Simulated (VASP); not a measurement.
# SiNi (rocksalt type) (Fm-3m) in VASP: density of states with PBE

Aim: the density of states of SiNi (rocksalt type) with PBE.

Everything below comes from runs of VASP 6.6.1. Logs are shortened: lines on timing, memory, paths and dates and some standing lists are left out, and cuts for length are marked.

**1. The cell of the first run**

Symmetry: Fm-3m, No. 225, cubic system. Conventional cell: a = 4.249 Å, b = 4.249 Å, c = 4.249 Å, α = 90.00°, β = 90.00°, γ = 90.00°. Within 2.8 Å of Ni (site symmetry m-3m) lie 6 Si at 2.12 Å. Si (site symmetry m-3m) has 6 Ni at 2.12 Å within 2.8 Å.

**2. Density of states, PBE (volume scaled by 0.72)**

Contents of POSCAR:

```
SiNi
1.0
    0.0000000000      2.1245918887      2.1245918887
    2.1245918887      0.0000000000      2.1245918887
    2.1245918887      2.1245918887      0.0000000000
Ni Si
1 1
Direct
    0.0000000000      0.0000000000      0.0000000000
    0.5000000000      0.5000000000      0.5000000000
```

Contents of INCAR.step1:

```
PREC = Accurate ; ENCUT = 520
EDIFF = 1E-7 ; ISMEAR = -1
SIGMA = 0.08 ; LREAL = False
LASPH = True ; NELM = 60
ALGO = Normal ; ISIF = 2
LWAVE = False ; LCHARG = True
LMAXMIX = 4 ; GGA = PE
NBANDS = 14
```

Contents of KPOINTS.step1:

```
regular mesh
0
Gamma
  14 14 14
```

Contents of INCAR.step2:

```
PREC = Accurate ; ENCUT = 520
EDIFF = 1E-7 ; ISMEAR = -5
SIGMA = 0.08 ; LREAL = False
LASPH = True ; NELM = 60
ALGO = Normal ; ISIF = 2
LWAVE = False ; LCHARG = False
LMAXMIX = 4 ; GGA = PE
LORBIT = 11 ; NEDOS = 2001
ICHARG = 11
```

Contents of KPOINTS.step2:

```
regular mesh
0
Gamma
  21 21 21
```

Potentials or basis: VASP PAW PBE potentials, release 64 (Ni, Si).

Command:

```
$ cat potpaw_PBE.64/Ni/POTCAR potpaw_PBE.64/Si/POTCAR > POTCAR
$ cp INCAR.step1 INCAR
$ cp KPOINTS.step1 KPOINTS
$ mpirun -np 1 vasp_std > vasp.out
$ cp INCAR.step2 INCAR
$ cp KPOINTS.step2 KPOINTS
$ mpirun -np 1 vasp_std > vasp.out
```

OUTCAR:

```text
PREC = Accurate
   ENCUT = 520
   EDIFF = 1E-7
   ISMEAR = -5
   LREAL = False
   LASPH = True
   NELM = 60
   ISIF = 2
   GGA = PE
   LORBIT = 11
   ICHARG = 11

 ion  position               nearest neighbor table
   1  0.000  0.000  0.000-   2 2.12   2 2.12   2 2.12   2 2.12   2 2.12   2 2.12
   2  0.500  0.500  0.500-   1 2.12   1 2.12   1 2.12   1 2.12   1 2.12   1 2.12

  LATTYP: Found a face centered cubic cell.
 ALAT       =     4.2491837774

  Lattice vectors:

 A1 = (   0.0000000000,   2.1245918887,   2.1245918887)
 A2 = (   2.1245918887,   0.0000000000,   2.1245918887)
 A3 = (   2.1245918887,   2.1245918887,   0.0000000000)

Analysis of symmetry for initial positions (statically):
=====================================================================
 Subroutine PRICEL returns:
 Original cell was already a primitive cell.

 Routine SETGRP: Setting up the symmetry group for a
 face centered cubic supercell.

 Subroutine GETGRP returns: Found 48 space group operations
 (whereof 48 operations were pure point group operations)
 out of a pool of 48 trial point group operations.

The static configuration has the point symmetry O_h .

Analysis of symmetry for dynamics (positions and initial velocities):
=====================================================================
 Subroutine PRICEL returns:
 Original cell was already a primitive cell.

 Routine SETGRP: Setting up the symmetry group for a
 face centered cubic supercell.

 Subroutine GETGRP returns: Found 48 space group operations
 (whereof 48 operations were pure point group operations)
 out of a pool of 48 trial point group operations.

The dynamic configuration has the point symmetry O_h .

 Subroutine INISYM returns: Found 48 space group operations
 (whereof 48 operations are pure point group operations),
 and found     1 'primitive' translations

----------------------------------------------------------------------------------------

                                     Primitive cell

  volume of cell :      19.1804

  direct lattice vectors                    reciprocal lattice vectors
     0.000000000  2.124591889  2.124591889    -0.235339315  0.235339315  0.235339315
     2.124591889  0.000000000  2.124591889     0.235339315 -0.235339315  0.235339315
     2.124591889  2.124591889  0.000000000     0.235339315  0.235339315 -0.235339315

  length of vectors
     3.004626664  3.004626664  3.004626664     0.407619651  0.407619651  0.407619651

  position of ions in fractional coordinates (direct lattice)
     0.000000000  0.000000000  0.000000000
     0.500000000  0.500000000  0.500000000

  ion indices of the primitive-cell ions
   primitive index   ion index
                 1           1
                 2           2

----------------------------------------------------------------------------------------

 KPOINTS: regular mesh

Automatic generation of k-mesh.
 Grid dimensions read from file:
 generate k-points for:   21   21   21

 Generating k-lattice:

  Cartesian coordinates                     Fractional coordinates (reciprocal lattice)
    -0.011206634  0.011206634  0.011206634     0.047619048  0.000000000  0.000000000
     0.011206634 -0.011206634  0.011206634     0.000000000  0.047619048  0.000000000
     0.011206634  0.011206634 -0.011206634     0.000000000  0.000000000  0.047619048

  Length of vectors
     0.019410460  0.019410460  0.019410460

  Shift w.r.t. Gamma in fractional coordinates (k-lattice)
     0.000000000  0.000000000  0.000000000

 TETIRR: Found   1276 inequivalent tetrahedra from    55566

 Subroutine IBZKPT returns following result:
 ===========================================

 Found    286 irreducible k-points:

 Following reciprocal coordinates:
            Coordinates               Weight
  0.000000  0.000000  0.000000      1.000000
  0.047619  0.000000  0.000000      8.000000
  0.095238  0.000000  0.000000      8.000000
  0.142857  0.000000  0.000000      8.000000
  0.190476  0.000000  0.000000      8.000000
  0.238095  0.000000  0.000000      8.000000
[... 16 lines left out ...]
 -0.428571  0.047619  0.000000     24.000000
 -0.380952  0.047619  0.000000     24.000000
 [... further k-points ...]
   k-points           NKPTS =    286   k-points in BZ     NKDIM =    286   number of bands    NBANDS=     11
   number of dos      NEDOS =   2001   number of ions     NIONS =      2
   total plane-waves  NPLWV =  13824
   dimension x,y,z NGX =    24 NGY =   24 NGZ =   24
   dimension x,y,z NGXF=    48 NGYF=   48 NGZF=   48
   ions per type =               1   1
   NGX,Y,Z   is equivalent  to a cutoff of  13.28, 13.28, 13.28 a.u.
   NGXF,Y,Z  is equivalent  to a cutoff of  26.56, 26.56, 26.56 a.u.
 SYSTEM =  unknown system
   PREC   = accura    normal or accurate (medium, high low for compatibility)
   ISTART =      0    job   : 0-new  1-cont  2-samecut
   ICHARG =     11    charge: 1-file 2-atom 10-const
   ISPIN  =      1    spin polarized calculation?
   LNONCOLLINEAR =      F non collinear calculations
   LSORBIT =      F    spin-orbit coupling
   LASPH  =      T    aspherical Exc in radial PAW
   ENCUT  =  520.0 eV  38.22 Ry    6.18 a.u.   5.59  5.59  5.59*2*pi/ulx,y,z
   NELM   =     60;   NELMIN=  2; NELMDL=  0     # of ELM steps
   EDIFF  = 0.1E-06   stopping-criterion for ELM
   LREAL  =      F    real-space projection
   EDIFFG = 0.1E-05   stopping-criterion for IOM
   NSW    =      0    number of steps for IOM
   IBRION =     -1    ionic relax: 0-MD 1-quasi-New 2-CG
   NFREE  =      0    steps in history (QN), initial steepest desc. (CG)
   ISIF   =      2    stress and relaxation
   ISYM   =      2    0-nonsym 1-usesym 2-fastsym
   POTIM  = 0.5000    time-step for ionic-motion
   TEBEG  =    0.0;   TEEND  =   0.0 temperature during run
   PSTRESS=    0.0 pullay stress
   NELECT =      14.0000    total number of electrons
   NUPDOWN=      -1.0000    fix difference up-down
   EMIN   =  10.00;   EMAX   =-10.00  energy-range for DOS
   EFERMI =   0.00;   METHOD = LEGACY
   ISMEAR =    -5;   SIGMA  =   0.08  broadening in eV -4-tet -1-fermi 0-gaus
   EFERMI_NEDOS =   21; number of points for ismear=-14 and -15
   IALGO  =     38    algorithm
   IMIX   =      4    mixing-type and parameters
     AMIX     =   0.40;   BMIX     =  1.00
     AMIX_MAG =   1.60;   BMIX_MAG =  1.00
  volume/ion in A,a.u.               =       9.59        64.72
  Fermi-wavevector in a.u.,A,eV,Ry     =   1.474004  2.785464 29.561212  2.172688
  Thomas-Fermi vector in A             =   2.588828
   LORBIT       =     11    0 simple, 1 ext, 2 COOP (PROOUT), +10 PAW based schemes
   GGA     = PE    functional components
   LHFCALC =     F    Hartree Fock is set to
   AEXX    =    0.0000 exact exchange contribution
   IVDW    =     0    specifies the selected vdW correction
   LEPSILON=     F    determine dielectric tensor
   LRPA    =     F    only Hartree local field effects (RPA)
 non-spin polarized calculation
 Fermi weights with tetrahedron method with Bloechl corrections
  energy-cutoff  :      520.00
  volume of cell :       19.18
 maximum number of plane-waves:       533

 number of electron      14.0000009 magnetization

 Free energy of the ion-electron system (eV)
  ---------------------------------------------------
  ext. energy  EPLUGINS =         0.00000000
  ---------------------------------------------------
  free energy    TOTEN  =        -9.21383313 eV

  energy without entropy =       -9.21383313  energy(sigma->0) =       -9.21383313

 E-fermi :  14.2267     XC(G=0): -13.3987

 val. band max:       14.2238298876   @ k =  -0.4762   0.3810   0.0952
 cond. band min:      14.1211508093   @ k =  -0.1905   0.3333   0.1429
 fundamental gap:     -0.1026790783
 Fermi energy:        14.2266984710

 k-point     1 :       0.0000    0.0000    0.0000
  band No.  band energies     occupation
      1      -0.8083      2.00000
      2      10.0390      2.00000
      3      10.0390      2.00000
      4      10.0390      2.00000
      5      10.1871      2.00000
      6      10.1871      2.00000
      7      19.7886      0.00000
      8      19.7886      0.00000
      9      19.7886      0.00000
     10      25.4793      0.00000
     11      25.4793      0.00000

 k-point     2 :       0.0476    0.0000    0.0000
  band No.  band energies     occupation
      1      -0.7512      2.00000
      2      10.0037      2.00000
      3      10.0501      2.00000
      4      10.0501      2.00000
      5      10.1736      2.00000
      6      10.1736      2.00000
      7      19.4883      0.00000
      8      19.8077      0.00000
      9      19.8077      0.00000
     10      24.9582      0.00000
     11      25.5317      0.00000

 k-point     3 :       0.0952    0.0000    0.0000
  band No.  band energies     occupation
      1      -0.5804      2.00000
      2       9.8966      2.00000
      3      10.0299      2.00000
      4      10.0299      2.00000
      5      10.1890      2.00000
      6      10.1890      2.00000
      7      18.6917      0.00000
      8      19.8621      0.00000
      9      19.8621      0.00000
     10      24.3899      0.00000
     11      25.6638      0.00000
[... 267 lines left out ...]
 k-point    23 :      -0.4286    0.0476    0.0000
  band No.  band energies     occupation
      1       3.8358      2.00000
      2       6.0308      2.00000
      3       9.1290      2.00000
      4       9.1539      2.00000
      5      11.2864      2.00000
      6      11.3495      2.00000
      7      12.5591      2.00000
      8      19.7440      0.00000
      9      20.9626      0.00000
     10      21.8889      0.00000
     11      22.1737      0.00000

 k-point    24 :      -0.3810    0.0476    0.0000
  band No.  band energies     occupation
      1       2.9777      2.00000
      2       6.9139      2.00000
      3       9.2007      2.00000
      4       9.2089      2.00000
      5      11.1612      2.00000
      6      11.2609      2.00000
      7      12.8578      2.00000
      8      19.5000      0.00000
      9      21.4580      0.00000
     10      22.0092      0.00000
     11      22.1877      0.00000

 [... further k-points ...]
[... 5 lines left out ...]
  --------------------------------------------------------------------------------------
  -------------------------------------------------------------------------------------
  Total       11.6475691     11.6475691     11.6475691     -0.0000000      0.0000000      0.0000000
  in kB      972.9473214    972.9473214    972.9473214     -0.0000000      0.0000000      0.0000000
  external PRESSURE =     972.9473214 kB  Pullay stress =       0.0000000 kB

 VOLUME and BASIS-vectors are now :
 -----------------------------------------------------------------------------
  energy-cutoff  :      520.00
  volume of cell :       19.18
      direct lattice vectors                 reciprocal lattice vectors
     0.000000000  2.124591889  2.124591889    -0.235339315  0.235339315  0.235339315
     2.124591889  0.000000000  2.124591889     0.235339315 -0.235339315  0.235339315
     2.124591889  2.124591889  0.000000000     0.235339315  0.235339315 -0.235339315

 POSITION                                       TOTAL-FORCE (eV/Angst)
 -----------------------------------------------------------------------------------
      0.00000      0.00000      0.00000        -0.000000     -0.000000     -0.000000
      2.12459      2.12459      2.12459         0.000000      0.000000      0.000000
 -----------------------------------------------------------------------------------
    total drift:                                0.000000     -0.000000     -0.000000

  FREE ENERGIE OF THE ION-ELECTRON SYSTEM (eV)
  ---------------------------------------------------
  free  energy   TOTEN  =        -9.2138331269 eV

  energy  without entropy=       -9.2138331269  energy(sigma->0) =       -9.21383313

 total charge

# of ion       s       p       d       tot
------------------------------------------
    1        0.746   0.781   8.727  10.254
    2        0.811   1.021   0.000   1.832
--------------------------------------------------
tot          1.557   1.802   8.727  12.086
```

Wall time 86 s (1 thread of AMD EPYC 7R13, shared host); peak memory 0.16 GiB.

Results:

```
Valence electrons inside the program's atomic spheres : Ni 10.25; Si 1.83
```

Levels at points of the mesh, in eV from the Fermi level:
| k point | band 5 | band 6 | band 7 | band 8 | band 9 | band 10 |
| --- | --- | --- | --- | --- | --- | --- |
| (0.00, 0.00, 0.00) | -4.04 | -4.04 | 5.56 | 5.56 | 5.56 | 11.25 |

Caveat: tetrahedron occupations give inexact forces and stress in metals. Spin polarisation is off, so any magnetic state and its effect on volume and gap are missing.
